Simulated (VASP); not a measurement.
# AgCl (I4/mmm) in VASP: notebook, part 2 of 2

VASP 6.6.1. The steps go on from the part before.

### 3 Single point, r2SCAN (epitaxial xy strain +2.0%)

Contents of POSCAR:

```
AgCl
1.0
    0.0000000000      2.8286474904      2.7116538443
    2.8286474904      0.0000000000      2.7116538443
    2.8286474904      2.8286474904      0.0000000000
Ag Cl
1 1
Direct
    0.0000000000      0.0000000000      0.0000000000
    0.5000000000      0.5000000000      0.5000000000
```

Contents of INCAR.step1:

```
SYSTEM = AgCl
  ALGO = Normal
  EDIFF = 1E-4
  ENCUT = 520
  GGA = PE
  ISMEAR = 0
  LASPH = .TRUE.
  LCHARG = .FALSE.
  LREAL = .FALSE.
  LWAVE = .TRUE.
  NBANDS = 16
  NELM = 80
  PREC = Accurate
  SIGMA = 0.01
```

Contents of INCAR.step2:

```
SYSTEM = AgCl
  ALGO = Normal
  EDIFF = 1E-7
  ENCUT = 520
  ISIF = 2
  ISMEAR = 0
  ISTART = 1
  LASPH = .TRUE.
  LCHARG = .FALSE.
  LMIXTAU = .TRUE.
  LREAL = .FALSE.
  LWAVE = .FALSE.
  METAGGA = R2SCAN
  NBANDS = 16
  NELM = 80
  PREC = Accurate
  SIGMA = 0.01
```

Contents of KPOINTS:

```
k-points
0
G
  8 8 8
  0 0 0
```

Potentials or basis: VASP PAW PBE potentials, release 64 (Ag, Cl).

Started as:

```bash
cat potpaw_PBE.64/Ag/POTCAR potpaw_PBE.64/Cl/POTCAR > POTCAR
cp INCAR.step1 INCAR
mpirun -np 1 vasp_std > vasp.out
cp INCAR.step2 INCAR
mpirun -np 1 vasp_std > vasp.out
```

OUTCAR:

```text
SYSTEM = AgCl
   EDIFF = 1E-7
   ENCUT = 520
   ISIF = 2
   ISMEAR = 0
   ISTART = 1
   LASPH = .TRUE.
   LREAL = .FALSE.
   METAGGA = R2SCAN
   NELM = 80
   PREC = Accurate

 ion  position               nearest neighbor table
   1  0.000  0.000  0.000-   2 2.71   2 2.71   2 2.83   2 2.83   2 2.83   2 2.83
   2  0.500  0.500  0.500-   1 2.71   1 2.71   1 2.83   1 2.83   1 2.83   1 2.83

  LATTYP: Found a body centered tetragonal cell.
 ALAT       =     4.0003116441
 C/A-ratio  =     1.3557212965

  Lattice vectors:

 A1 = (   0.0000000000,  -2.8286474904,  -2.7116538443)
 A2 = (   0.0000000000,   2.8286474904,  -2.7116538443)
 A3 = (   2.8286474904,   0.0000000000,   2.7116538443)

Analysis of symmetry for initial positions (statically):
=====================================================================
 Subroutine PRICEL returns:
 Original cell was already a primitive cell.

 Routine SETGRP: Setting up the symmetry group for a
 body centered tetragonal supercell.

 Subroutine GETGRP returns: Found 16 space group operations
 (whereof 16 operations were pure point group operations)
 out of a pool of 16 trial point group operations.

The static configuration has the point symmetry D_4h.

Analysis of symmetry for dynamics (positions and initial velocities):
=====================================================================
 Subroutine PRICEL returns:
 Original cell was already a primitive cell.

 Routine SETGRP: Setting up the symmetry group for a
 body centered tetragonal supercell.

 Subroutine GETGRP returns: Found 16 space group operations
 (whereof 16 operations were pure point group operations)
 out of a pool of 16 trial point group operations.

The dynamic configuration has the point symmetry D_4h.

 Subroutine INISYM returns: Found 16 space group operations
 (whereof 16 operations are pure point group operations),
 and found     1 'primitive' translations

----------------------------------------------------------------------------------------

                                     Primitive cell

[... 112 lines left out ...]
  Fermi-wavevector in a.u.,A,eV,Ry     =   1.220933  2.307228 20.281885  1.490676
  Thomas-Fermi vector in A             =   2.356133
   LORBIT       =      0    0 simple, 1 ext, 2 COOP (PROOUT), +10 PAW based schemes
   METAGGA = R2SCAN    functional components
   LHFCALC =     F    Hartree Fock is set to
   AEXX    =    0.0000 exact exchange contribution
   IVDW    =     0    specifies the selected vdW correction
   LEPSILON=     F    determine dielectric tensor
   LRPA    =     F    only Hartree local field effects (RPA)
 non-spin polarized calculation
 Gauss-broadening in eV      SIGMA  =   0.01
  energy-cutoff  :      520.00
  volume of cell :       43.39
 maximum number of plane-waves:      1194
 NGX is ok and might be reduce to    30
   NGX = 15   NGY = 15   NGZ = 15

 number of electron      17.9999998 magnetization

 Free energy of the ion-electron system (eV)
  ---------------------------------------------------
  ext. energy  EPLUGINS =         0.00000000
  ---------------------------------------------------
  free energy    TOTEN  =       -28.63737007 eV

  energy without entropy =      -28.63737007  energy(sigma->0) =      -28.63737007

 E-fermi :   3.4921     XC(G=0): -10.4109

 val. band max:        3.4497573630   @ k =   0.5000   0.0000   0.0000
 cond. band min:       4.7552953820   @ k =   0.0000   0.0000   0.0000
 fundamental gap:      1.3055380190
 Fermi energy:         3.4921028474

 k-point     1 :       0.0000    0.0000    0.0000
  band No.  band energies     occupation
      1     -12.3867      2.00000
      2       0.8453      2.00000
      3       0.9191      2.00000
      4       0.9191      2.00000
      5       0.9879      2.00000
      6       0.9879      2.00000
[... 433 lines left out ...]
      3      -0.6531      2.00000
      4      -0.4432      2.00000
      5       1.1078      2.00000
      6       1.2631      2.00000
[... 8 lines left out ...]
     15      17.6003      0.00000
     16      17.9384      0.00000

 [... further k-points ...]

------------------------ aborting loop because EDIFF is reached ----------------------------------------

  FORCE on cell =-STRESS in cart. coord.  units (eV):
  Direction    XX          YY          ZZ          XY          YZ          ZX
  --------------------------------------------------------------------------------------
  -------------------------------------------------------------------------------------
  Total       -0.3034390     -0.3034390     -0.0290450      0.0000000     -0.0000000      0.0000000
  in kB      -11.2036625    -11.2036625     -1.0724098      0.0000000     -0.0000000      0.0000000
  external PRESSURE =      -7.8265783 kB  Pullay stress =       0.0000000 kB

 VOLUME and BASIS-vectors are now :
 -----------------------------------------------------------------------------
  energy-cutoff  :      520.00
  volume of cell :       43.39
      direct lattice vectors                 reciprocal lattice vectors
     0.000000000  2.828647490  2.711653844    -0.176762924  0.176762924  0.184389317
     2.828647490  0.000000000  2.711653844     0.176762924 -0.176762924  0.184389317
     2.828647490  2.828647490  0.000000000     0.176762924  0.176762924 -0.184389317

 POSITION                                       TOTAL-FORCE (eV/Angst)
 -----------------------------------------------------------------------------------
      0.00000      0.00000      0.00000        -0.000000      0.000000      0.000000
      2.82865      2.82865      2.71165         0.000000      0.000000     -0.000000
 -----------------------------------------------------------------------------------
    total drift:                               -0.000000      0.000000      0.000000

  FREE ENERGIE OF THE ION-ELECTRON SYSTEM (eV)
  ---------------------------------------------------
  free  energy   TOTEN  =       -28.6373700735 eV

  energy  without entropy=      -28.6373700735  energy(sigma->0) =      -28.63737007
```

Run time: 2.6 min. Hardware: 1 thread of Intel Xeon Platinum 8488C (Sapphire Rapids), shared host; peak memory 0.19 GiB.

Results:

- Free energy: -28.6374 eV
- Pressure: -0.8 GPa
- Band gap on the k mesh: 1.31 eV (least direct gap 3.64 eV)

Levels at points of the mesh, in eV from the valence-band top:
```csv
k point,band 7,band 8,band 9,band 10,band 11,band 12
"(0.00, 0.00, 0.00)",-2.46,-2.45,-2.44,1.31,11.19,11.19
"(0.50, 0.00, 0.00)",-1.83,-0.26,0.00,4.61,6.96,7.96
"(0.50, 0.50, 0.00)",-2.05,-2.05,-1.93,2.81,8.06,9.33
"(0.50, 0.00, 0.50)",-2.06,-2.03,-1.95,2.85,8.34,8.90
```

Caveat: the cell differs from its parent crystal (epitaxial xy strain +2.0%); the PAW data sets were made with another functional, which shifts forces and pressure a little. A k mesh can miss the band edges.
